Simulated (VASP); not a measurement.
A run of VASP 6.6.1:

INCAR

```
SYSTEM = SnO2
  ALGO = Normal
  EDIFF = 1E-6
  ENCUT = 520
  GGA = PE
  ISIF = 2
  ISMEAR = -1
  LASPH = .True.
  LCHARG = .False.
  LREAL = .False.
  LWAVE = .False.
  NBANDS = 20
  NELM = 100
  PREC = Accurate
  SIGMA = 0.05
```

The input KPOINTS:

```
k-points
0
Gamma
  10 10 10
  0 0 0
```

The input POSCAR:

```
SnO2
1.0
    1.6278026130      0.9398122768      4.8323855144
   -1.6278026130      0.9398122768      4.8323855144
    0.0000000000     -1.8796245536      4.8323855144
Sn O
1 2
Direct
    0.5000000000      0.5000000000      0.5000000000
    0.7628300000      0.7628300000      0.7628300000
    0.2371700000      0.2371700000      0.2371700000
```

Potentials or basis: VASP PAW PBE potentials, release 64 (Sn_d, O).

Run with:

```console
$ cat potpaw_PBE.64/Sn_d/POTCAR potpaw_PBE.64/O/POTCAR > POTCAR
$ mpirun -np 1 vasp_std > vasp.out
```

Hardware: 1 thread of Intel Xeon 8259CL, with other jobs on the host.

**Question.** How long does it take, and how much memory?

**Answer.** It took 3.9 min on 1 thread of Intel Xeon 8259CL (shared host), peak memory 0.3 GiB. Counts: scf iterations 13, k points 116.
